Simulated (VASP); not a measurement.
Here is a VASP 6.6.1 calculation.

File POSCAR:

```
SrO
1.0
    3.1028650670      0.0000000000      0.0000000000
    0.0000000000      3.1028650670      0.0000000000
    0.0000000000      0.0000000000      3.1028650670
Sr O
1 1
Direct
    0.0000000000      0.0000000000      0.0000000000
    0.5000000000      0.5000000000      0.5000000000
```

Contents of INCAR.step1:

```
SYSTEM = SrO
  ALGO = Normal
  EDIFF = 1E-5
  ENCUT = 520
  GGA = PE
  GGA_COMPAT = .False.
  ISIF = 2
  ISMEAR = 0
  LASPH = .True.
  LCHARG = .False.
  LNONCOLLINEAR = .True.
  LORBIT = 11
  LORBMOM = .True.
  LREAL = .False.
  LSORBIT = .True.
  LWAVE = .True.
  MAGMOM = 0 0 0 0 0 0
  NBANDS = 28
  NELM = 150
  PREC = Accurate
  SIGMA = 0.01
```

Contents of INCAR.step2:

```
SYSTEM = SrO
  ALGO = Normal
  EDIFF = 1E-6
  ENCUT = 520
  GGA = PE
  GGA_COMPAT = .False.
  HFSCREEN = 0.2079
  ISIF = 2
  ISMEAR = 0
  ISTART = 1
  LASPH = .True.
  LCHARG = .False.
  LHFCALC = .True.
  LNONCOLLINEAR = .True.
  LORBIT = 11
  LORBMOM = .True.
  LREAL = .False.
  LSORBIT = .True.
  LWAVE = .False.
  MAGMOM = 0 0 0 0 0 0
  NBANDS = 28
  NELM = 150
  PREC = Accurate
  PRECFOCK = Normal
  SIGMA = 0.01
```

The input KPOINTS:

```
k-points
0
Gamma
  4 4 4
  0 0 0
```

Potentials or basis: VASP PAW PBE potentials, release 64 (Sr_sv, O).

Command:

```console
$ cat potpaw_PBE.64/Sr_sv/POTCAR potpaw_PBE.64/O/POTCAR > POTCAR
$ cp INCAR.step1 INCAR
$ mpirun -np 1 vasp_ncl > vasp.out
$ cp INCAR.step2 INCAR
$ mpirun -np 1 vasp_ncl > vasp.out
```

Q: What does it give for the pressure?

A: 0.5 GPa.

Q: What does it give for the net moment?

A: 0.00 μB per cell.

Moments on the atoms (μB; x, y, z):
```
Sr  0.00 0.00 0.00
O   0.00 0.00 0.00
```

Caveat: the k points lie up to 0.51 Å⁻¹ apart; the PAW data sets were made with another functional, which shifts forces and pressure a little.
